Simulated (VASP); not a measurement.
Si10H5Cl, 32 atoms in the cell. The cell holds a slab with vacuum, 32 atoms: a = 7.679 Å, b = 7.679 Å, c = 20.254 Å, α = 90.00°, β = 90.00°, γ = 90.00°. 

* Program: VASP 6.6.1
* Task: single point
* Functional: PBEsol
* Potentials or basis: VASP PAW PBE potentials, release 64 (H, Si, Cl)
* Cutoff: 520 eV
* k mesh: 2 × 2 × 1
* Occupations: fermi-dirac, width 0.02 eV
* Spin: no spin polarisation
* Dipole correction: no
* Further INCAR settings: LREAL = Auto; ALGO = Normal; EDIFF = 1e-07; NBANDS = 74

Potentials or basis: VASP PAW PBE potentials, release 64 (H, Si, Cl).

The run is started by

```console
$ cat potpaw_PBE.64/H/POTCAR potpaw_PBE.64/Si/POTCAR potpaw_PBE.64/Cl/POTCAR > POTCAR
$ mpirun -np 1 vasp_std > vasp.out
```

Hardware: 1 thread of Intel(R) Xeon(R) 6975P-C (Granite Rapids), on a shared host.

Question: Estimate the wall time of this run.

Answer: Run time: 14 min on 1 thread of Intel(R) Xeon(R) 6975P-C (Granite Rapids) (shared host), peak memory 1.2 GiB. Counts: scf iterations 33, k points 4.
